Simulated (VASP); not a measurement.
A run of VASP 6.6.1:

File INCAR:

```
SYSTEM = As
ALGO = Normal
DIPOL = 0.5 0.5 0.500
EDIFF = 1E-6
ENCUT = 520
GGA = PE
GGA_COMPAT = .FALSE.
IDIPOL = 3
ISIF = 2
ISMEAR = 0
LASPH = .TRUE.
LCHARG = .TRUE.
LDIPOL = .TRUE.
LELF = .TRUE.
LREAL = .FALSE.
LVACPOTAV = .TRUE.
LVHAR = .TRUE.
LWAVE = .FALSE.
NBANDS = 22
NELM = 120
NELMDL = -8
PREC = Accurate
SIGMA = 0.02
```

The input KPOINTS:

```
k-points
0
G
  9 9 1
  0 0 0
```

The input POSCAR:

```
As
1.0
    3.6120000000      0.0000000000      0.0000000000
   -1.8060000000      3.1280837585      0.0000000000
    0.0000000000      0.0000000000     28.0000000000
As
2
Direct
    0.3333333333      0.6666666667      0.5212857143
    0.6666666667      0.3333333333      0.4787142857
```

Potentials or basis: VASP PAW PBE potentials, release 64 (As_d).

The run is started by

```console
$ cat potpaw_PBE.64/As_d/POTCAR > POTCAR
$ mpirun -np 1 vasp_std > vasp.out
```

Hardware: 1 thread of Intel(R) Xeon(R) Platinum 8488C (Sapphire Rapids), on a shared host.

Question: Estimate the wall time of this run.

Answer: Wall time 2.2 min on 1 thread of Intel(R) Xeon(R) Platinum 8488C (Sapphire Rapids), on a shared host, peak memory 0.4 GiB. Counts: scf iterations 22, k points 12.
